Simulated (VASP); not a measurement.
# NaCu2 (P6/mmm) in VASP: further runs, part 2 of 2

VASP 6.6.1.

### Step 3. Relaxation of cell and atoms, PBE

This run uses another cell than the first one, of the same volume but with other edges.

INCAR

```
PREC     = Accurate       # precision mode
ENCUT    = 600            # plane-wave cutoff, eV
EDIFF    = 1E-6           # SCF threshold, eV
ISMEAR   = 0              # smearing method
SIGMA    = 0.1            # smearing width, eV
LREAL    = False          # projectors in reciprocal space
LASPH    = True           # aspherical terms in the spheres
NELM     = 100            # most SCF steps
ALGO     = Fast           # electronic algorithm
ISIF     = 3              # what is computed and relaxed
LWAVE    = False          # write WAVECAR
LCHARG   = False          # write CHGCAR
GGA      = PE             # functional
IBRION   = 2              # ionic algorithm
NSW      = 100            # ionic steps
EDIFFG   = -0.01          # ionic threshold
```

KPOINTS

```
regular mesh
0
Gamma
  12 12 16
```

POSCAR

```
NaCu2
1.0
    4.3965732663      0.0000000000      0.0000000000
   -2.1982866331      3.8075441383      0.0000000000
    0.0000000000      0.0000000000      2.7948600798
Na Cu
1 2
Direct
    0.0000000000      0.0000000000      0.0000000000
    0.3333333333      0.6666666667      0.5000000000
    0.6666666667      0.3333333333      0.5000000000
```

Potentials or basis: VASP PAW PBE potentials, release 64 (Na_pv, Cu).

Launch:

```sh
> cat potpaw_PBE.64/Na_pv/POTCAR potpaw_PBE.64/Cu/POTCAR > POTCAR
> mpirun -np 1 vasp_std > vasp.out
```

OUTCAR:

```text
PREC = Accurate
   ENCUT = 600
   EDIFF = 1E-6
   ISMEAR = 0
   LREAL = False
   LASPH = True
   NELM = 100
   ISIF = 3
   GGA = PE
   IBRION = 2
   NSW = 100
   EDIFFG = -0.01

 ion  position               nearest neighbor table
   1  0.000  0.000  0.000-
   2  0.333  0.667  0.500-   3 2.54   3 2.54   3 2.54
   3  0.667  0.333  0.500-   2 2.54   2 2.54   2 2.54

  LATTYP: Found a hexagonal cell.
 ALAT       =     4.3965732663
 C/A-ratio  =     0.6356905505

  Lattice vectors:

 A1 = (   4.3965732663,   0.0000000000,   0.0000000000)
 A2 = (  -2.1982866331,   3.8075441383,   0.0000000000)
 A3 = (   0.0000000000,   0.0000000000,   2.7948600798)

Analysis of symmetry for initial positions (statically):
=====================================================================
 Subroutine PRICEL returns:
 Original cell was already a primitive cell.

 Routine SETGRP: Setting up the symmetry group for a
 hexagonal supercell.

 Subroutine GETGRP returns: Found 24 space group operations
 (whereof 24 operations were pure point group operations)
 out of a pool of 24 trial point group operations.

The static configuration has the point symmetry D_6h.

Analysis of symmetry for dynamics (positions and initial velocities):
=====================================================================
 Subroutine PRICEL returns:
 Original cell was already a primitive cell.

 Routine SETGRP: Setting up the symmetry group for a
 hexagonal supercell.

 Subroutine GETGRP returns: Found 24 space group operations
 (whereof 24 operations were pure point group operations)
 out of a pool of 24 trial point group operations.

The dynamic configuration has the point symmetry D_6h.

 Subroutine INISYM returns: Found 24 space group operations
 (whereof 24 operations are pure point group operations),
 and found     1 'primitive' translations

----------------------------------------------------------------------------------------

                                     Primitive cell

  volume of cell :      46.7864

  direct lattice vectors                    reciprocal lattice vectors
     4.396573266  0.000000000  0.000000000     0.227449866  0.131318241  0.000000000
    -2.198286633  3.807544138  0.000000000     0.000000000  0.262636483  0.000000000
     0.000000000  0.000000000  2.794860080     0.000000000  0.000000000  0.357799665

  length of vectors
     4.396573266  4.396573266  2.794860080     0.262636483  0.262636483  0.357799665

  position of ions in fractional coordinates (direct lattice)
     0.000000000  0.000000000  0.000000000
     0.333333333  0.666666667  0.500000000
     0.666666667  0.333333333  0.500000000

  ion indices of the primitive-cell ions
   primitive index   ion index
                 1           1
                 2           2
                 3           3

----------------------------------------------------------------------------------------

 KPOINTS: regular mesh

Automatic generation of k-mesh.
 Grid dimensions read from file:
 generate k-points for:   12   12   16

 Generating k-lattice:

[... 48 lines left out ...]
   ions per type =               1   2
   NGX,Y,Z   is equivalent  to a cutoff of  13.61, 13.61, 14.28 a.u.
   NGXF,Y,Z  is equivalent  to a cutoff of  27.23, 27.23, 28.55 a.u.
 SYSTEM =  unknown system
   PREC   = accura    normal or accurate (medium, high low for compatibility)
   ISTART =      0    job   : 0-new  1-cont  2-samecut
   ICHARG =      2    charge: 1-file 2-atom 10-const
   ISPIN  =      1    spin polarized calculation?
   LNONCOLLINEAR =      F non collinear calculations
   LSORBIT =      F    spin-orbit coupling
   LASPH  =      T    aspherical Exc in radial PAW
   ENCUT  =  600.0 eV  44.10 Ry    6.64 a.u.   8.78  8.78  5.58*2*pi/ulx,y,z
   NELM   =    100;   NELMIN=  2; NELMDL= -5     # of ELM steps
   EDIFF  = 0.1E-05   stopping-criterion for ELM
   LREAL  =      F    real-space projection
   EDIFFG = -.1E-01   stopping-criterion for IOM
   NSW    =    100    number of steps for IOM
   IBRION =      2    ionic relax: 0-MD 1-quasi-New 2-CG
   NFREE  =      1    steps in history (QN), initial steepest desc. (CG)
   ISIF   =      3    stress and relaxation
   ISYM   =      2    0-nonsym 1-usesym 2-fastsym
   POTIM  = 0.5000    time-step for ionic-motion
   TEBEG  =    0.0;   TEEND  =   0.0 temperature during run
   PSTRESS=    0.0 pullay stress
   NELECT =      29.0000    total number of electrons
   NUPDOWN=      -1.0000    fix difference up-down
   EMIN   =  10.00;   EMAX   =-10.00  energy-range for DOS
   EFERMI =   0.00;   METHOD = LEGACY
   ISMEAR =     0;   SIGMA  =   0.10  broadening in eV -4-tet -1-fermi 0-gaus
   EFERMI_NEDOS =   21; number of points for ismear=-14 and -15
   IALGO  =     68    algorithm
   IMIX   =      4    mixing-type and parameters
     AMIX     =   0.40;   BMIX     =  1.00
     AMIX_MAG =   1.60;   BMIX_MAG =  1.00
  volume/ion in A,a.u.               =      15.60       105.24
  Fermi-wavevector in a.u.,A,eV,Ry     =   1.395836  2.637748 26.509021  1.948358
  Thomas-Fermi vector in A             =   2.519249
   LORBIT       =      0    0 simple, 1 ext, 2 COOP (PROOUT), +10 PAW based schemes
   GGA     = PE    functional components
   LHFCALC =     F    Hartree Fock is set to
   AEXX    =    0.0000 exact exchange contribution
   IVDW    =     0    specifies the selected vdW correction
   LEPSILON=     F    determine dielectric tensor
   LRPA    =     F    only Hartree local field effects (RPA)
 conjugate gradient relaxation of ions
 non-spin polarized calculation
 RMM-DIIS sequential band-by-band and
 Gauss-broadening in eV      SIGMA  =   0.10
  energy-cutoff  :      600.00
  volume of cell :       46.79
 maximum number of plane-waves:      1584
 NGX is ok and might be reduce to    36

--------------------------------------- Ionic step        1  -------------------------------------------

 number of electron      28.9999994 magnetization

 Free energy of the ion-electron system (eV)
  ---------------------------------------------------
  ext. energy  EPLUGINS =         0.00000000
  ---------------------------------------------------
  free energy    TOTEN  =        -7.80698171 eV

  energy without entropy =       -7.80184583  energy(sigma->0) =       -7.80441377

------------------------ aborting loop because EDIFF is reached ----------------------------------------

  FORCE on cell =-STRESS in cart. coord.  units (eV):
  Direction    XX          YY          ZZ          XY          YZ          ZX
  --------------------------------------------------------------------------------------
  -------------------------------------------------------------------------------------
  Total        0.9505372      0.9505372     -0.4820906      0.0000000      0.0000000      0.0000000
  in kB       32.5507021     32.5507021    -16.5089681      0.0000000      0.0000000      0.0000000
  external PRESSURE =      16.1974787 kB  Pullay stress =       0.0000000 kB
[... 92 lines left out ...]
  FREE ENERGIE OF THE ION-ELECTRON SYSTEM (eV)
  ---------------------------------------------------
  free  energy   TOTEN  =        -7.8425614372 eV

  energy  without entropy=       -7.8378799820  energy(sigma->0) =       -7.84022071

 E-fermi :   3.8653     XC(G=0): -10.2414

 val. band max:        3.8644689486   @ k =   0.4167   0.0833   0.4375
 cond. band min:       3.8936487491   @ k =   0.3333   0.2500   0.3750
 fundamental gap:      0.0291798005
 Fermi energy:         3.8653079945

 k-point     1 :       0.0000    0.0000    0.0000
  band No.  band energies     occupation
      1     -19.8702      2.00000
      2     -19.8702      2.00000
      3     -19.8068      2.00000
      4      -2.7195      2.00000
      5       0.7837      2.00000
      6       1.0569      2.00000
[... 493 lines left out ...]
     17       7.4408      0.00000
     18      12.1116      0.00000

 [... further k-points ...]

[... ionic steps 4 to 13 ...]

--------------------------------------- Ionic step       14  -------------------------------------------

 number of electron      29.0000022 magnetization

------------------------ aborting loop because EDIFF is reached ----------------------------------------
[... 69 lines left out ...]
--------------------------------------- Ionic step       16  -------------------------------------------

 number of electron      29.0000021 magnetization

 Free energy of the ion-electron system (eV)
  ---------------------------------------------------
  ext. energy  EPLUGINS =         0.00000000
  ---------------------------------------------------
  free energy    TOTEN  =        -7.87275442 eV

  energy without entropy =       -7.86822562  energy(sigma->0) =       -7.87049002

 E-fermi :   4.2354     XC(G=0): -10.4532

 val. band max:        4.2262850403   @ k =   0.3333   0.0833   0.3125
 cond. band min:       4.2389759144   @ k =   0.4167   0.0833   0.0000
 fundamental gap:      0.0126908741
 Fermi energy:         4.2354118622

 k-point     1 :       0.0000    0.0000    0.0000
  band No.  band energies     occupation
      1     -19.6459      2.00000
      2     -19.6459      2.00000
      3     -19.5359      2.00000
      4      -2.5913      2.00000
      5       0.9515      2.00000
      6       1.1183      2.00000
[... 525 lines left out ...]
  FREE ENERGIE OF THE ION-ELECTRON SYSTEM (eV)
  ---------------------------------------------------
  free  energy   TOTEN  =        -7.8727544183 eV

  energy  without entropy=       -7.8682256195  energy(sigma->0) =       -7.87049002

 reached required accuracy - stopping structural energy minimisation
```

Run time: 43 min. Hardware: 1 thread of Intel Xeon 8259CL, shared host; peak memory 0.32 GiB.

What came out:

| Item | Value |
| --- | --- |
| Free energy | -7.8728 eV |
| Relaxed volume | 15.72 Å³/atom |
| Relaxed cell | a = 4.567 Å, b = 4.567 Å, c = 2.612 Å, α = 90.00°, β = 90.00°, γ = 120.00° |
| Space group after relaxing (to 0.1 Å) | P6/mmm (No. 191) |
| Energy gained by relaxing | 21.9 meV/atom |
| Ionic steps | 16 |
| Pressure after relaxing | 0.1 GPa |
| Band gap on the k mesh | zero (an odd number of electrons rules out a gap without spin polarisation) |

The path:
| step | energy change (eV) | largest force (eV/Å) | pressure (GPa) | volume (Å³) |
| --- | --- | --- | --- | --- |
| 1 | 0.0000 | 0.0000 | 1.62 | 46.79 |
| 2 | -0.0266 | 0.0000 | -0.15 | 47.85 |
| 3 | -0.0356 | 0.0000 | -1.47 | 48.51 |
| 4 | -0.0375 | 0.0000 | -1.35 | 48.77 |
| 5 | -0.0388 | 0.0000 | -2.24 | 49.28 |
| 6 | -0.0532 | 0.0000 | -2.10 | 48.87 |
| 7 | -0.0590 | 0.0000 | -1.67 | 48.17 |
| 8 | -0.0600 | 0.0000 | -1.18 | 48.38 |
| 9 | -0.0649 | 0.0000 | -0.62 | 47.63 |
| 10 | -0.0655 | 0.0000 | 0.21 | 47.30 |
| 11 | -0.0654 | 0.0000 | -0.43 | 47.42 |
| 12 | -0.0655 | 0.0000 | -0.35 | 47.36 |
| 13 | -0.0655 | 0.0000 | -0.38 | 47.33 |
| 14 | -0.0658 | 0.0000 | -0.05 | 47.19 |
| 15 | -0.0658 | 0.0000 | 0.11 | 47.16 |
| 16 | -0.0658 | 0.0000 | 0.06 | 47.17 |

Final structure:
```
Na Cu
1.0
     4.56665    0.00000    0.00000
    -2.28333    3.95484    0.00000
     0.00000    0.00000    2.61170
Na Cu
1 2
Cartesian
  0.0000 0.0000 0.0000
  0.0000 2.6366 1.3058
  2.2833 1.3183 1.3058
```
